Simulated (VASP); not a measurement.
Set up this calculation in VASP 6.6.1, as the native input.

- Task: single point
- Functional: LDA
- Potentials or basis: VASP PAW LDA potentials, release 64 (Ta_sv_GW)
- Cutoff: 500 eV
- k mesh: 11 × 11 × 11
- Occupations: fermi-dirac, width 0.05 eV
- Spin: no spin polarisation
- Dipole correction: no
- Second run: valence_matched
- Further INCAR settings: ALGO = Normal; EDIFF = 1e-06; NBANDS = 12

The structure of Ta lies in POSCAR:

```
Ta
1.0
   -1.6264785559      1.6264785559      1.6264785559
    1.6264785559     -1.6264785559      1.6264785559
    1.6264785559      1.6264785559     -1.6264785559
Ta
1
Direct
    0.0000000000      0.0000000000      0.0000000000
```

The input as run:

INCAR

```
ALGO = Normal
EDIFF = 1E-6
ENCUT = 500
GGA = CA
GGA_COMPAT = False
ISIF = 2
ISMEAR = -1
LASPH = True
LCHARG = False
LREAL = False
LWAVE = False
NBANDS = 12
NELM = 120
PREC = Accurate
SIGMA = 0.05
```

KPOINTS

```
k-points
0
Gamma
  11 11 11
```

Potentials or basis: VASP PAW LDA potentials, release 64 (Ta_sv_GW).

Launch:

```bash
$ cat potpaw_LDA.64/Ta_sv_GW/POTCAR > POTCAR
$ mpirun -np 1 vasp_std > vasp.out
```

Results of the run:

```
Pressure : -0.7 GPa
```

Wall time 7.2 s on 1 thread of Intel(R) Xeon(R) Platinum 8259CL CPU @ 2.50GHz (Skylake/Cascade Lake), on a shared host, peak memory 0.14 GiB.
